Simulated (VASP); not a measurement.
# AlGa2N2 in VASP: notebook

The runs below take AlGa2N2 through single point, relaxation of cell and atoms, with PBE.

Everything below comes from runs of VASP 6.6.1. Logs are shortened: lines on timing, memory, paths and dates and some standing lists are left out, and cuts for length are marked.

## 1. The cell of the first run

Symmetry: Fmmm, No. 69, orthorhombic system. The conventional cell has a = 4.820 Å, b = 4.844 Å, c = 11.630 Å, α = 90.00°, β = 90.00°, γ = 90.00°. Within 3.9 Å of Al (site symmetry mmm) lie 8 N at 2.93 to 2.94 Å and 8 Ga at 3.37 Å and 4 Al at 3.42 Å. Within 2.8 Å of Ga (site symmetry 222) lie 4 N at 2.11 Å and 4 Ga at 2.41 to 2.42 Å. N (site symmetry mm2) has 4 Ga at 2.11 Å within 2.8 Å.

The cell was built from a structure type or drawn by symmetry, and may not be a known phase.

## 2. Single point, PBE

The input, INCAR:

```
PREC     = Accurate       # precision mode
ENCUT    = 520            # plane-wave cutoff, eV
EDIFF    = 1E-6           # SCF threshold, eV
ISMEAR   = 0              # smearing method
SIGMA    = 0.1            # smearing width, eV
LREAL    = F              # projectors in reciprocal space
LASPH    = T              # aspherical terms in the spheres
NELM     = 80             # most SCF steps
ALGO     = Normal         # electronic algorithm
ISIF     = 2              # what is computed and relaxed
LWAVE    = F              # write WAVECAR
LCHARG   = F              # write CHGCAR
GGA      = PE             # functional
NBANDS   = 28             # bands
```

The input, KPOINTS:

```
Automatic mesh
0
Gamma
  6 6 6
```

The input, POSCAR:

```
AlGa2N2
1.0
    0.0000000000      2.4218115400      5.8149899900
    2.4098770900      0.0000000000      5.8149899900
    2.4098770900      2.4218115400      0.0000000000
Al Ga N
1 2 2
Direct
    0.5000000000      0.5000000000      0.5000000000
    0.2500000000      0.2500000000      0.2500000000
    0.7500000000      0.7500000000      0.7500000000
    0.1428000000      0.1428000000      0.8572000000
    0.8572000000      0.8572000000      0.1428000000
```

Potentials or basis: VASP PAW PBE potentials, release 64 (Al, Ga_d, N).

Command:

```sh
$ cat potpaw_PBE.64/Al/POTCAR potpaw_PBE.64/Ga_d/POTCAR potpaw_PBE.64/N/POTCAR > POTCAR
$ mpirun -np 1 vasp_std > vasp.out
```

OUTCAR:

```text
PREC = Accurate
   ENCUT = 520
   EDIFF = 1E-6
   ISMEAR = 0
   LREAL = F
   LASPH = T
   NELM = 80
   ISIF = 2
   GGA = PE

 ion  position               nearest neighbor table
   1  0.500  0.500  0.500-
   2  0.250  0.250  0.250-   5 2.11   5 2.11   4 2.11   4 2.11   3 2.41   3 2.41   3 2.42   3 2.42

   3  0.750  0.750  0.750-   5 2.11   5 2.11   4 2.11   4 2.11   2 2.41   2 2.41   2 2.42   2 2.42

   4  0.143  0.143  0.857-   3 2.11   3 2.11   2 2.11   2 2.11
   5  0.857  0.857  0.143-   3 2.11   3 2.11   2 2.11   2 2.11

  LATTYP: Found a face centered orthorhombic cell.
 ALAT       =     4.8197541800
 B/A-ratio  =     1.0049523065
 C/A-ratio  =     2.4129819791

  Lattice vectors:

 A1 = (   0.0000000000,   2.4218115400,   5.8149899900)
 A2 = (   2.4098770900,   0.0000000000,   5.8149899900)
 A3 = (   2.4098770900,   2.4218115400,   0.0000000000)

Analysis of symmetry for initial positions (statically):
=====================================================================
 Subroutine PRICEL returns:
 Original cell was already a primitive cell.

 Routine SETGRP: Setting up the symmetry group for a
 face centered orthorhombic supercell.

 Subroutine GETGRP returns: Found  8 space group operations
 (whereof  8 operations were pure point group operations)
 out of a pool of  8 trial point group operations.

The static configuration has the point symmetry D_2h.

Analysis of symmetry for dynamics (positions and initial velocities):
=====================================================================
 Subroutine PRICEL returns:
 Original cell was already a primitive cell.

 Routine SETGRP: Setting up the symmetry group for a
 face centered orthorhombic supercell.

 Subroutine GETGRP returns: Found  8 space group operations
 (whereof  8 operations were pure point group operations)
 out of a pool of  8 trial point group operations.

The dynamic configuration has the point symmetry D_2h.

 Subroutine INISYM returns: Found  8 space group operations
 (whereof  8 operations are pure point group operations),
 and found     1 'primitive' translations

----------------------------------------------------------------------------------------

                                     Primitive cell

  volume of cell :      67.8757

  direct lattice vectors                    reciprocal lattice vectors
     0.000000000  2.421811540  5.814989990    -0.207479461  0.206457023  0.085984671
     2.409877090  0.000000000  5.814989990     0.207479461 -0.206457023  0.085984671
     2.409877090  2.421811540  0.000000000     0.207479461  0.206457023 -0.085984671

  length of vectors
     6.299149127  6.294570372  3.416530217     0.305066538  0.305066538  0.305066538

  position of ions in fractional coordinates (direct lattice)
     0.500000000  0.500000000  0.500000000
     0.250000000  0.250000000  0.250000000
     0.750000000  0.750000000  0.750000000
     0.142800000  0.142800000  0.857200000
     0.857200000  0.857200000  0.142800000

  ion indices of the primitive-cell ions
   primitive index   ion index
                 1           1
                 2           2
                 3           3
                 4           4
                 5           5

----------------------------------------------------------------------------------------

 KPOINTS: Automatic mesh

Automatic generation of k-mesh.
 Grid dimensions read from file:
 generate k-points for:    6    6    6

 Generating k-lattice:

  Cartesian coordinates                     Fractional coordinates (reciprocal lattice)
    -0.034579910  0.034409504  0.014330778     0.166666667  0.000000000  0.000000000
     0.034579910 -0.034409504  0.014330778    -0.000000000  0.166666667 -0.000000000
     0.034579910  0.034409504 -0.014330778     0.000000000  0.000000000  0.166666667

  Length of vectors
     0.050844423  0.050844423  0.050844423

  Shift w.r.t. Gamma in fractional coordinates (k-lattice)
     0.000000000  0.000000000  0.000000000

 Subroutine IBZKPT returns following result:
 ===========================================

 Found     46 irreducible k-points:

 Following reciprocal coordinates:
            Coordinates               Weight
  0.000000  0.000000  0.000000      1.000000
  0.166667  0.000000  0.000000      8.000000
  0.333333  0.000000  0.000000      8.000000
  0.500000  0.000000  0.000000      4.000000
  0.166667  0.166667  0.000000      2.000000
  0.333333  0.166667  0.000000      8.000000
[... 16 lines left out ...]
 -0.166667  0.166667  0.166667      8.000000
  0.500000  0.333333  0.166667      4.000000
 [... further k-points ...]
   k-points           NKPTS =     46   k-points in BZ     NKDIM =     46   number of bands    NBANDS=     28
   number of dos      NEDOS =    301   number of ions     NIONS =      5
   total plane-waves  NPLWV =  64512
   dimension x,y,z NGX =    48 NGY =   48 NGZ =   28
   dimension x,y,z NGXF=    96 NGYF=   96 NGZF=   56
   ions per type =               1   2   2
   NGX,Y,Z   is equivalent  to a cutoff of  12.67, 12.68, 13.62 a.u.
   NGXF,Y,Z  is equivalent  to a cutoff of  25.34, 25.35, 27.25 a.u.
 SYSTEM =  unknown system
   PREC   = accura    normal or accurate (medium, high low for compatibility)
   ISTART =      0    job   : 0-new  1-cont  2-samecut
   ICHARG =      2    charge: 1-file 2-atom 10-const
   ISPIN  =      1    spin polarized calculation?
   LNONCOLLINEAR =      F non collinear calculations
   LSORBIT =      F    spin-orbit coupling
   LASPH  =      T    aspherical Exc in radial PAW
   ENCUT  =  520.0 eV  38.22 Ry    6.18 a.u.  11.71 11.70  6.35*2*pi/ulx,y,z
   NELM   =     80;   NELMIN=  2; NELMDL= -5     # of ELM steps
   EDIFF  = 0.1E-05   stopping-criterion for ELM
   LREAL  =      F    real-space projection
   EDIFFG = 0.1E-04   stopping-criterion for IOM
   NSW    =      0    number of steps for IOM
   IBRION =     -1    ionic relax: 0-MD 1-quasi-New 2-CG
   NFREE  =      0    steps in history (QN), initial steepest desc. (CG)
   ISIF   =      2    stress and relaxation
   ISYM   =      2    0-nonsym 1-usesym 2-fastsym
   POTIM  = 0.5000    time-step for ionic-motion
   TEBEG  =    0.0;   TEEND  =   0.0 temperature during run
   PSTRESS=    0.0 pullay stress
   NELECT =      39.0000    total number of electrons
   NUPDOWN=      -1.0000    fix difference up-down
   EMIN   =  10.00;   EMAX   =-10.00  energy-range for DOS
   EFERMI =   0.00;   METHOD = LEGACY
   ISMEAR =     0;   SIGMA  =   0.10  broadening in eV -4-tet -1-fermi 0-gaus
   EFERMI_NEDOS =   21; number of points for ismear=-14 and -15
   IALGO  =     38    algorithm
   IMIX   =      4    mixing-type and parameters
     AMIX     =   0.40;   BMIX     =  1.00
     AMIX_MAG =   1.60;   BMIX_MAG =  1.00
  volume/ion in A,a.u.               =      13.58        91.61
  Fermi-wavevector in a.u.,A,eV,Ry     =   1.361001  2.571918 25.202377  1.852322
  Thomas-Fermi vector in A             =   2.487614
   LORBIT       =      0    0 simple, 1 ext, 2 COOP (PROOUT), +10 PAW based schemes
   GGA     = PE    functional components
   LHFCALC =     F    Hartree Fock is set to
   AEXX    =    0.0000 exact exchange contribution
   IVDW    =     0    specifies the selected vdW correction
   LEPSILON=     F    determine dielectric tensor
   LRPA    =     F    only Hartree local field effects (RPA)
 non-spin polarized calculation
 Gauss-broadening in eV      SIGMA  =   0.10
  energy-cutoff  :      520.00
  volume of cell :       67.88
 maximum number of plane-waves:      1841
   NGX = 23   NGY = 23   NGZ = 13

 number of electron      38.9999995 magnetization

 Free energy of the ion-electron system (eV)
  ---------------------------------------------------
  ext. energy  EPLUGINS =         0.00000000
  ---------------------------------------------------
  free energy    TOTEN  =       -21.59527410 eV

  energy without entropy =      -21.57876630  energy(sigma->0) =      -21.58702020

 E-fermi :   7.0697     XC(G=0): -10.9613

 val. band max:        7.0634490418   @ k =  -0.1667   0.1667  -0.0000
 cond. band min:       7.0895767830   @ k =   0.0000   0.5000   0.5000
 fundamental gap:      0.0261277412
 Fermi energy:         7.0696544283

 k-point     1 :       0.0000    0.0000    0.0000
  band No.  band energies     occupation
      1     -10.9841      2.00000
      2     -10.7132      2.00000
      3     -10.1174      2.00000
      4      -9.5759      2.00000
      5      -9.5643      2.00000
      6      -9.4617      2.00000
[... 20 lines left out ...]
     27      12.7275      0.00000
     28      13.4895      0.00000

 k-point     2 :       0.1667    0.0000    0.0000
  band No.  band energies     occupation
      1     -10.8086      2.00000
      2     -10.6406      2.00000
      3     -10.0445      2.00000
      4      -9.5923      2.00000
      5      -9.5381      2.00000
      6      -9.3089      2.00000
[... 20 lines left out ...]
     27      13.0265      0.00000
     28      13.8391      0.00000

 k-point     3 :       0.3333    0.0000    0.0000
  band No.  band energies     occupation
      1     -10.4979      2.00000
      2     -10.4721      2.00000
      3      -9.8335      2.00000
      4      -9.5016      2.00000
      5      -9.4523      2.00000
      6      -9.3772      2.00000
[... 20 lines left out ...]
     27      12.7192      0.00000
     28      15.1399      0.00000

 k-point     4 :       0.5000    0.0000    0.0000
  band No.  band energies     occupation
      1     -10.3922      2.00000
      2     -10.3676      2.00000
      3      -9.5141      2.00000
      4      -9.5141      2.00000
      5      -9.3932      2.00000
      6      -9.3921      2.00000
[... 578 lines left out ...]
     27      12.5623      0.00000
     28      13.4800      0.00000

 k-point    23 :      -0.1667    0.1667    0.1667
  band No.  band energies     occupation
      1     -10.4579      2.00000
      2     -10.4298      2.00000
      3      -9.8634      2.00000
      4      -9.4779      2.00000
      5      -9.4182      2.00000
      6      -9.3586      2.00000
[... 20 lines left out ...]
     27      13.0287      0.00000
     28      14.4205      0.00000

 k-point    24 :       0.5000    0.3333    0.1667
  band No.  band energies     occupation
      1     -10.6538      2.00000
      2     -10.5853      2.00000
      3      -9.9947      2.00000
      4      -9.5844      2.00000
      5      -9.4465      2.00000
      6      -9.3683      2.00000
[... 20 lines left out ...]
     27      13.0529      0.00000
     28      13.9299      0.00000

 [... further k-points ...]

------------------------ aborting loop because EDIFF is reached ----------------------------------------

  FORCE on cell =-STRESS in cart. coord.  units (eV):
  Direction    XX          YY          ZZ          XY          YZ          ZX
  --------------------------------------------------------------------------------------
  -------------------------------------------------------------------------------------
  Total        7.8166690      7.5662294     -1.5680647      0.0000000      0.0000000      0.0000000
  in kB      184.5092305    178.5977087    -37.0135175      0.0000000      0.0000000      0.0000000
  external PRESSURE =     108.6978072 kB  Pullay stress =       0.0000000 kB

 VOLUME and BASIS-vectors are now :
 -----------------------------------------------------------------------------
  energy-cutoff  :      520.00
  volume of cell :       67.88
      direct lattice vectors                 reciprocal lattice vectors
     0.000000000  2.421811540  5.814989990    -0.207479461  0.206457023  0.085984671
     2.409877090  0.000000000  5.814989990     0.207479461 -0.206457023  0.085984671
     2.409877090  2.421811540  0.000000000     0.207479461  0.206457023 -0.085984671

 POSITION                                       TOTAL-FORCE (eV/Angst)
 -----------------------------------------------------------------------------------
      2.40988      2.42181      5.81499         0.000000      0.000000      0.000000
      1.20494      1.21091      2.90749         0.000000     -0.000000     -0.000000
      3.61482      3.63272      8.72248         0.000000      0.000000      0.000000
      2.40988      2.42181      1.66076         0.000000      0.000000      1.154424
      2.40988      2.42181      9.96922         0.000000      0.000000     -1.154424
 -----------------------------------------------------------------------------------
    total drift:                               -0.000000     -0.000000      0.000000

  FREE ENERGIE OF THE ION-ELECTRON SYSTEM (eV)
  ---------------------------------------------------
  free  energy   TOTEN  =       -21.5952740998 eV

  energy  without entropy=      -21.5787663009  energy(sigma->0) =      -21.58702020
```

It took 2.1 min on 1 thread of Intel Xeon Platinum 8488C (Sapphire Rapids), shared host; peak memory 0.28 GiB.

Results:

```yaml
Free_energy: -21.5953 eV
Pressure: 10.9 GPa
Largest_force: 1.154 eV/Å
Band_gap_on_the_k_mesh: zero (an odd number of electrons rules out a gap without spin polarisation)
```

Forces in eV/Å, atoms in the order of the input:
```
Al   0.000  0.000  0.000
Ga   0.000  0.000  0.000
Ga   0.000  0.000  0.000
N    0.000  0.000  1.154
N    0.000  0.000 -1.154
```

Caveat: the cell stands under pressure; forces of over 1 eV/Å act on the atoms, so gaps and moduli don't describe the material at rest.

## 3. Single point, PBE

This run uses another cell than the first one, of 15.75 Å³/atom.

The input, INCAR:

```
  ALGO = Normal
  EDIFF = 1E-7
  ENCUT = 520
  GGA = PE
  ISIF = 2
  ISMEAR = 0
  LASPH = True
  LCHARG = False
  LREAL = False
  LWAVE = False
  NBANDS = 28
  NELM = 80
  PREC = Accurate
  SIGMA = 0.1
```

The input, KPOINTS:

```
k-points
0
Gamma
  6 6 6
```

The input, POSCAR:

```
AlGa2N2
1.0
    0.0000000000      2.9200248268      4.6207405458
    2.9188222953      0.0000000000      4.6207405458
    2.9188222953      2.9200248268      0.0000000000
Al Ga N
1 2 2
Direct
    0.5000000000      0.5000000000      0.5000000000
    0.2500000000      0.2500000000      0.2500000000
    0.7500000000      0.7500000000      0.7500000000
    0.3003662594      0.3003662594      0.6996337406
    0.6996337406      0.6996337406      0.3003662594
```

Potentials or basis: VASP PAW PBE potentials, release 64 (Al, Ga_d, N).

Command:

```sh
$ cat potpaw_PBE.64/Al/POTCAR potpaw_PBE.64/Ga_d/POTCAR potpaw_PBE.64/N/POTCAR > POTCAR
$ mpirun -np 1 vasp_std > vasp.out
```

Wall time 2.6 min (1 thread of Intel Xeon Platinum 8488C (Sapphire Rapids), shared host); peak memory 0.28 GiB.

Results (log left out):

```yaml
Free_energy: -24.5672 eV
Pressure: 0.3 GPa
Largest_force: 0.016 eV/Å
Band_gap_on_the_k_mesh: zero (an odd number of electrons rules out a gap without spin polarisation)
```

Forces on the atoms (eV/Å):
```
Al   0.000  0.000  0.000
Ga   0.000  0.000  0.000
Ga   0.000  0.000  0.000
N    0.000  0.000  0.016
N    0.000  0.000 -0.016
```

Stress tensor (GPa, compression positive):
```
0.41 0.00 0.00
0.00 0.35 0.00
0.00 0.00 0.00
```

Levels at points of the mesh, in eV from the Fermi level:
| k point | band 18 | band 19 | band 20 | band 21 | band 22 | band 23 |
| --- | --- | --- | --- | --- | --- | --- |
| (0.00, 0.00, 0.00) | -3.90 | -3.63 | -2.16 | 1.77 | 2.59 | 2.87 |
| (0.50, 0.00, 0.00) | -4.11 | -0.76 | -0.52 | 1.50 | 2.61 | 3.71 |
| (0.50, 0.50, 0.00) | -3.69 | -2.64 | -0.88 | -0.12 | 3.95 | 3.95 |
| (0.50, 0.00, 0.50) | -3.41 | 0.37 | 0.98 | 1.16 | 3.15 | 3.37 |
| (0.00, 0.50, 0.50) | -3.41 | 0.37 | 0.98 | 1.16 | 3.15 | 3.37 |

(Continued in part 2 of 2.)
